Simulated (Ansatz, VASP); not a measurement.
**One calculation of InSb, two programs**

```
In Sb
1.0
     3.76233    0.00000    0.00000
    -1.88117    3.25828    0.00000
     0.00000    0.00000    3.67185
In Sb
1 1
Cartesian
  1.8812 1.0861 1.8359
  0.0000 0.0000 0.0000
```

Change from the starting cell: species swapped into the WC type (P-6m2, No. 187).

Alike in both runs: task single point; functional PBE; k mesh 6 × 6 × 6; occupations gaussian, width 0.1 eV; no spin polarisation.

|  | VASP | Ansatz |
| --- | --- | --- |
| version | VASP 6.6.1 | Ansatz 0.2.0 |
| potentials or method | VASP PAW PBE potentials, release 64 (In_d, Sb), cutoff 520 eV | scalar-relativistic, plane waves, PAW |
| valence electrons in the cell | 18 | 28 |

```csv
,VASP,Ansatz,Ansatz less VASP
gap on the k mesh at the Fermi level (eV),none,none,-
pressure (GPa),23.1,23.0,-0.02
"traceless stress, the component that is largest in VASP (GPa)",1.84,1.81,-0.031
```

A gap of «none» marks a metal or a gap that the smearing closes. VASP's potentials hold 18 valence electrons a cell and Ansatz's 28, so a difference there can come from the potentials and not from the codes.

Spin-orbit coupling is off throughout.
